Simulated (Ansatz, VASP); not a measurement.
## Two plane-wave programs on ZnSb2S6

```
Zn Sb S
1.0
     0.00000    4.51087    4.51087
     4.51087    0.00000    4.51087
     4.51087    4.51087    0.00000
Zn Sb S
1 2 6
Cartesian
  0.0000 0.0000 0.0000
  2.2554 2.2554 2.2554
  6.7663 6.7663 6.7663
  4.5109 4.5109 6.9948
  4.5109 6.9948 4.5109
  4.5109 2.0269 4.5109
  4.5109 4.5109 2.0269
  6.9948 4.5109 4.5109
  2.0269 4.5109 4.5109
```

Change from the starting cell: species swapped into the K2MnF6 type (Fm-3m, No. 225).

Alike in both runs: task relaxation of cell and atoms; functional PBE; k mesh 4 × 4 × 4; occupations gaussian, width 0.1 eV; no spin polarisation.

|  | VASP | Ansatz |
| --- | --- | --- |
| version | VASP 6.6.1 | Ansatz 0.2.0 |
| potentials or method | VASP PAW PBE potentials, release 64 (Zn, Sb, S), cutoff 600 eV | scalar-relativistic, plane waves, PAW |
| valence electrons in the cell | 58 | 78 |

|  | VASP | Ansatz | Ansatz less VASP |
| --- | --- | --- | --- |
| gap on the k mesh at the Fermi level, each at its own relaxed structure (eV) | none | none | - |
| relaxed volume (Å³/atom) | 19.28 | 19.44 | +0.155 |
| relaxed length of the cell vector where the two differ most in proportion (Å) | 6.261 | 6.278 | +0.0167 |

A gap of «none» marks a metal or a gap that the smearing closes. VASP's potentials hold 58 valence electrons a cell and Ansatz's 78, so a difference there can come from the potentials and not from the codes.

Spin-orbit coupling is off throughout.
